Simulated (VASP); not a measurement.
A run of VASP 6.6.1:

File INCAR:

```
SYSTEM = Cu
PREC     = Accurate       ! precision mode
ENCUT    = 520            ! plane-wave cutoff, eV
EDIFF    = 1E-6           ! SCF threshold, eV
ISMEAR   = 0              ! smearing method
SIGMA    = 0.1            ! smearing width, eV
LREAL    = .False.        ! projectors in reciprocal space
LASPH    = .True.         ! aspherical terms in the spheres
NELM     = 80             ! most SCF steps
ALGO     = Normal         ! electronic algorithm
ISIF     = 2              ! what is computed and relaxed
LWAVE    = .False.        ! write WAVECAR
LCHARG   = .True.         ! write CHGCAR
LDIPOL   = .True.       
IDIPOL   = 3            
DIPOL    = 0.5 0.5 0.500
GGA      = PE             ! functional
LELF     = .True.         ! ELF
LVHAR    = .True.       
LVACPOTAV= .True.       
NBANDS   = 42             ! bands
```

The input KPOINTS:

```
regular mesh
0
Gamma
  12 12 1
  0 0 0
```

File POSCAR:

```
Cu
1.0
    2.5561910149      0.0000000029      0.0000000000
   -1.2780955099      2.2137263543      0.0000000000
    0.0000000000      0.0000000000     30.4356058385
Cu
6
Direct
    0.6666666667      0.3333333333      0.3285625413
    0.3333333333      0.6666666667      0.3971375248
    0.0000000000      0.0000000000      0.4657125083
    0.6666666667      0.3333333333      0.5342874917
    0.3333333333      0.6666666667      0.6028624752
    0.0000000000      0.0000000000      0.6714374587
```

Potentials or basis: VASP PAW PBE potentials, release 64 (Cu).

The run is started by

```bash
$ cat potpaw_PBE.64/Cu/POTCAR > POTCAR
$ mpirun -np 1 vasp_std > vasp.out
```

Hardware: 1 thread of Intel(R) Xeon(R) 6975P-C (Granite Rapids), with other jobs on the host.

Question: Estimate the wall time of this run.

Answer: It took 100 s on 1 thread of Intel(R) Xeon(R) 6975P-C (Granite Rapids), on a shared host, peak memory 0.33 GiB. Counts: scf iterations 23, k points 19.
